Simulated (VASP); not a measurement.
Here is a VASP 6.6.1 calculation.

File INCAR:

```
PREC = Accurate
ENCUT = 520
EDIFF = 1E-7
ISMEAR = 0
SIGMA = 0.15
LREAL = False
LASPH = True
NELM = 60
ALGO = Normal
ISIF = 2
LWAVE = False
LCHARG = False
GGA = PS
NBANDS = 8
```

File KPOINTS:

```
regular mesh
0
Gamma
  16 16 16
```

POSCAR

```
Sb
1.0
    3.3180000000      0.0000000000      0.0000000000
    0.0000000000      3.3180000000      0.0000000000
    0.0000000000      0.0000000000      3.1600000000
Sb
1
Direct
    0.0000000000      0.0000000000      0.0000000000
```

Potentials or basis: VASP PAW PBE potentials, release 64 (Sb).

Command:

```console
$ cat potpaw_PBE.64/Sb/POTCAR > POTCAR
$ mpirun -np 1 vasp_std > vasp.out
```

(1) What does it give for the pressure?

Answers

(1) -7.6 GPa.

Caveat: the cell differs from its parent crystal (strain +0.050 along x and y, +0.000 along z); the PAW data sets were made with another functional, which shifts forces and pressure a little.
